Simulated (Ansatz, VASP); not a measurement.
**Two plane-wave programs on Ga2GeSe3**

```
CELL_PARAMETERS angstrom
-2.76410 2.76410 5.13627
2.76410 -2.76410 5.13627
2.76410 2.76410 -5.13627
ATOMIC_POSITIONS crystal
Ga 0.99160 0.49160 0.50000
Ga 0.49160 0.99160 0.50000
Ge 0.48102 0.48102 0.00000
Se 0.23186 0.23186 0.00000
Se 0.24085 0.74085 0.50000
Se 0.74085 0.24085 0.50000
```

Alike in both runs: functional PBE; k mesh 10 × 10 × 10; occupations gaussian, width 0.1 eV; no spin polarisation.

Ansatz relaxed the structure, and its values are those at the end. VASP's run is a single point on that final structure, the one shown.

|  | VASP | Ansatz |
| --- | --- | --- |
| version | VASP 6.6.1 | Ansatz 0.2.0 |
| potentials or method | VASP PAW PBE potentials, release 64 (Ga_d, Ge_d, Se), cutoff 520 eV | scalar-relativistic, plane waves, PAW |
| valence electrons in the cell | 58 | 88 |

```tsv
	VASP	Ansatz	Ansatz less VASP
gap on the k mesh at the Fermi level (eV)	none	none	-
pressure (GPa)	0.1	0.0	-0.07
```

A gap of «none» marks a metal or a gap that the smearing closes. The functional is the same, so the differences come from potentials, cutoffs and numerics. VASP's potentials hold 58 valence electrons a cell and Ansatz's 88, so a difference there can come from the potentials and not from the codes.
